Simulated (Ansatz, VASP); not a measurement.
## Two plane-wave programs on Sn

The input INCAR:

```
ALGO = Normal
EDIFF = 1E-7
ENCUT = 520
GGA = PE
ISIF = 2
ISMEAR = -1
LASPH = T
LCHARG = F
LREAL = F
LWAVE = F
NBANDS = 21
NELM = 80
PREC = Accurate
SIGMA = 0.02
```

The input KPOINTS:

```
k-points
0
Gamma
  6 6 6
```

POSCAR

```
Sn
1.0
   -0.0560547802      3.2284049986      3.2284049986
    3.2284049986     -0.0560547802      3.2284049986
    3.2284049986      3.2284049986     -0.0560547802
Sn
2
Direct
   -0.0016046083     -0.0016046083     -0.0016046083
    0.2516046083      0.2516046083      0.2516046083
```

Input for Ansatz:

```yaml
crystal:
  lattice:
    - [-0.0560547802, 3.2284049986, 3.2284049986]
    - [3.2284049986, -0.0560547802, 3.2284049986]
    - [3.2284049986, 3.2284049986, -0.0560547802]
  atoms:
    - { symbol: Sn, position: [-0.0016046083, -0.0016046083, -0.0016046083] }
    - { symbol: Sn, position: [0.2516046083, 0.2516046083, 0.2516046083] }
kpoints:
  mp_grid: { grid: [6, 6, 6] }
  band_path:
    path:
      - [0.0, 0.0, 0.0]
      - [0.5, 0.0, 0.5]
      - [0.625, 0.25, 0.625]
      - [0.375, 0.375, 0.75]
      - [0.5, 0.5, 0.5]
      - [0.5, 0.25, 0.75]
    npoints: 1
hamiltonian:
  xc: pbe
scf:
  occupations: { method: fermi_dirac, width: 0.02 }
  n_extra_bands: 4
output:
  forces: true
  stress: true
  eigenvalues: true
```

Change from the starting cell: shear_111 strain -2.6%.

Alike in both runs: task single point; functional PBE; k mesh 6 × 6 × 6; occupations fermi-dirac, width 0.02 eV; no spin polarisation.

```csv
,VASP,Ansatz
version,VASP 6.6.1,Ansatz 0.2.0
potentials or method,"VASP PAW PBE potentials, release 64 (Sn_d)","plane waves, PAW"
plane-wave cutoff (eV),520,420
valence electrons in the cell,28,28
```

```csv
,VASP,Ansatz,Ansatz less VASP
pressure (GPa),2.7,2.8,+0.05
"traceless stress, the component that is largest in VASP (GPa)",0.35,0.35,+0.001
rms of the force components (eV/Å),0.008,0.008,+0.0002
```

Atom by atom the forces differ by 0.000 eV/Å (rms over components). The functional is the same, so the differences come from potentials, cutoffs and numerics.
